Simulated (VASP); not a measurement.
# Bi2Te3 (P-3m1) in VASP: a series of runs, part 2 of 2

VASP 6.6.1. The steps go on from the part before.

### 3 Single point, PBEsol (the distance across one plane changed)

INCAR

```
  ALGO = Normal
  EDIFF = 1E-6
  ENCUT = 500
  GGA = PS
  GGA_COMPAT = False
  ISIF = 2
  ISMEAR = 0
  LASPH = True
  LCHARG = False
  LREAL = False
  LWAVE = False
  NBANDS = 85
  NELM = 120
  PREC = Accurate
  SIGMA = 0.03
```

KPOINTS

```
k-points
0
Gamma
  9 9 2
```

POSCAR

```
Bi2Te3
1.0
   -4.3808388124      0.0000000000      0.0000000000
   -2.1904194062     -3.7939177014      0.0000000000
    0.0000000000      0.0000000000     30.8232969145
Bi Te
6 9
Direct
    0.6666666667      0.6666666667      0.5573187685
    1.0000000000      0.0000000000      0.2293926007
    0.3333333333      0.3333333333      0.8852449364
    0.6666666667      0.6666666667      0.7544186956
    1.0000000000      0.0000000000      0.4264925277
    0.3333333333      0.3333333333      0.0985663598
    0.6666666667      0.6666666667      0.1639794802
    0.0000000000      1.0000000000      0.8198318160
    0.3333333333      0.3333333333      0.4919056481
    0.6666666667      0.6666666667      0.3705792147
    1.0000000000      0.0000000000      0.0426530469
    0.3333333333      0.3333333333      0.6985053826
    0.6666666667      0.6666666667      0.9411582494
    1.0000000000      0.0000000000      0.6132320815
    0.3333333333      0.3333333333      0.2853059136
```

Potentials or basis: VASP PAW PBE potentials, release 64 (Bi_d, Te).

Command:

```console
cat potpaw_PBE.64/Bi_d/POTCAR potpaw_PBE.64/Te/POTCAR > POTCAR
mpirun -np 1 vasp_std > vasp.out
```

OUTCAR:

```text
EDIFF = 1E-6
   ENCUT = 500
   GGA = PS
   ISIF = 2
   ISMEAR = 0
   LASPH = True
   LREAL = False
   NELM = 120
   PREC = Accurate

 ion  position               nearest neighbor table
   1  0.667  0.667  0.557-  14 3.06  14 3.06  14 3.06   9 3.23   9 3.23   9 3.23
   2  0.000  0.000  0.229-  15 3.06  15 3.06  15 3.06   7 3.23   7 3.23   7 3.23
   3  0.333  0.333  0.885-  13 3.06  13 3.06  13 3.06   8 3.23   8 3.23   8 3.23
   4  0.667  0.667  0.754-  12 3.06  12 3.06  12 3.06   8 3.23   8 3.23   8 3.23
   5  0.000  0.000  0.426-  10 3.06  10 3.06  10 3.06   9 3.23   9 3.23   9 3.23
   6  0.333  0.333  0.099-  11 3.06  11 3.06  11 3.06   7 3.23   7 3.23   7 3.23
   7  0.667  0.667  0.164-   6 3.23   6 3.23   6 3.23   2 3.23   2 3.23   2 3.23
   8  0.000  0.000  0.820-   4 3.23   3 3.23   4 3.23   3 3.23   4 3.23   3 3.23
   9  0.333  0.333  0.492-   1 3.23   1 3.23   5 3.23   5 3.23   5 3.23   1 3.23
  10  0.667  0.667  0.371-   5 3.06   5 3.06   5 3.06  15 3.65  15 3.65  15 3.65
[... 2314 lines left out ...]

  FORCE on cell =-STRESS in cart. coord.  units (eV):
  Direction    XX          YY          ZZ          XY          YZ          ZX
  --------------------------------------------------------------------------------------
  -------------------------------------------------------------------------------------
  Total       -0.4838471     -0.4838471     -0.7196194      0.0000000      0.0000000      0.0000000
  in kB       -1.5131933     -1.5131933     -2.2505527      0.0000000      0.0000000      0.0000000
  external PRESSURE =      -1.7589798 kB  Pullay stress =       0.0000000 kB

 VOLUME and BASIS-vectors are now :
 -----------------------------------------------------------------------------
  energy-cutoff  :      500.00
  volume of cell :      512.30
      direct lattice vectors                 reciprocal lattice vectors
    -4.380838812  0.000000000  0.000000000    -0.228266787  0.131789891  0.000000000
    -2.190419406 -3.793917701  0.000000000     0.000000000 -0.263579782  0.000000000
     0.000000000  0.000000000 30.823296914     0.000000000  0.000000000  0.032442993

 POSITION                                       TOTAL-FORCE (eV/Angst)
 -----------------------------------------------------------------------------------
     -4.38084     -2.52928     17.17840         0.000000      0.000000     -0.005555
      0.00000      0.00000      7.07064        -0.000000     -0.000000     -0.014892
     -2.19042     -1.26464     27.28617         0.000000     -0.000000      0.071590
     -4.38084     -2.52928     23.25367         0.000000     -0.000000      0.014892
      0.00000      0.00000     13.14591        -0.000000     -0.000000      0.005555
     -2.19042     -1.26464      3.03814        -0.000000      0.000000     -0.071590
     -4.38084     -2.52928      5.05439        -0.000000     -0.000000     -0.002280
      0.00000      0.00000     25.26992         0.000000      0.000000      0.002280
     -2.19042     -1.26464     15.16215        -0.000000     -0.000000      0.000000
     -4.38084     -2.52928     11.42247         0.000000     -0.000000     -0.015956
      0.00000      0.00000      1.31471        -0.000000      0.000000     -0.047211
     -2.19042     -1.26464     21.53024         0.000000      0.000000     -0.017194
     -4.38084     -2.52928     29.00960         0.000000     -0.000000      0.047211
      0.00000      0.00000     18.90183        -0.000000     -0.000000      0.015956
     -2.19042     -1.26464      8.79407        -0.000000     -0.000000      0.017194
 -----------------------------------------------------------------------------------
    total drift:                               -0.000000     -0.000000      0.000007

  FREE ENERGIE OF THE ION-ELECTRON SYSTEM (eV)
  ---------------------------------------------------
  free  energy   TOTEN  =       -60.8485714851 eV

  energy  without entropy=      -60.8485714851  energy(sigma->0) =      -60.84857149
```

OSZICAR:

```text
N       E                     dE             d eps       ncg     rms          rms(c)
DAV:   1     0.144109891149E+04    0.14411E+04   -0.63183E+04  4080   0.161E+03
DAV:   2     0.129522313698E+03   -0.13116E+04   -0.12745E+04  4368   0.419E+02
[... 11 lines left out ...]
DAV:  14    -0.608492137047E+02   -0.63049E-03   -0.59646E-03  4473   0.414E-01    0.396E-01
DAV:  15    -0.608485162117E+02    0.69749E-03   -0.15766E-03  4818   0.217E-01    0.136E-01
DAV:  16    -0.608485821759E+02   -0.65964E-04   -0.10238E-03  4499   0.106E-01    0.611E-02
DAV:  17    -0.608485852684E+02   -0.30925E-05   -0.67776E-05  5906   0.317E-02    0.728E-02
DAV:  18    -0.608485733783E+02    0.11890E-04   -0.23959E-05  4840   0.290E-02    0.357E-02
DAV:  19    -0.608485710905E+02    0.22878E-05   -0.19295E-05  4455   0.204E-02    0.149E-02
DAV:  20    -0.608485714851E+02   -0.39462E-06   -0.32025E-06  3595   0.634E-03
   1 F= -.60848571E+02 E0= -.60848571E+02  d E =-.889407E-12
```

stdout:

```text
POSCAR found type information on POSCAR BiTe
 POSCAR found :  2 types and      15 ions
 scaLAPACK will be used
 -----------------------------------------------------------------------------
|                                                                             |
|                                                                             |
|     You enforced a specific xc type in the INCAR file but a different       |
|     I HOPE YOU KNOW WHAT YOU ARE DOING!                                     |
|                                                                             |
 -----------------------------------------------------------------------------

 LDA part: xc-table for (Slater+PW92), standard interpolation
 POSCAR, INCAR and KPOINTS ok, starting setup
 FFT: planning ... GRIDC
 FFT: planning ... GRID_SOFT
 FFT: planning ... GRID
 WAVECAR not read
 entering main loop
```

It took 19 min on 1 thread of Intel Xeon 6975P-C (Granite Rapids), shared host; peak memory 0.96 GiB.

What came out:

* Free energy: -60.8486 eV
* Pressure: -0.2 GPa
* Largest force: 0.072 eV/Å
* Band gap on the k mesh: 0.30 eV

Forces on the atoms (eV/Å):
```
Bi   0.000  0.000 -0.006
Bi   0.000  0.000 -0.015
Bi   0.000  0.000  0.072
Bi   0.000  0.000  0.015
Bi   0.000  0.000  0.006
Bi   0.000  0.000 -0.072
Te   0.000  0.000 -0.002
Te   0.000  0.000  0.002
Te   0.000  0.000  0.000
Te   0.000  0.000 -0.016
Te   0.000  0.000 -0.047
Te   0.000  0.000 -0.017
Te   0.000  0.000  0.047
Te   0.000  0.000  0.016
Te   0.000  0.000  0.017
```

Levels at points of the mesh, in eV from the valence-band top:
```
           k point  band 69  band 70  band 71  band 72  band 73  band 74  band 75  band 76
(0.00, 0.00, 0.00)    -0.81    -0.38    -0.28     0.00     0.30     0.61     0.73     0.76
(0.00, 0.00, 0.50)    -0.85    -0.41    -0.19    -0.09     0.40     0.50     0.78     0.79
```

Caveat: the cell differs from its parent crystal (the distance across one plane changed); the PAW data sets were made with another functional, which shifts forces and pressure a little; spin-orbit coupling is left out, which moves the levels of the heavy elements; this functional lacks dispersion, which binds layers or chains, so the pressure and a relaxed spacing across them are unreliable. A k mesh can miss the band edges.
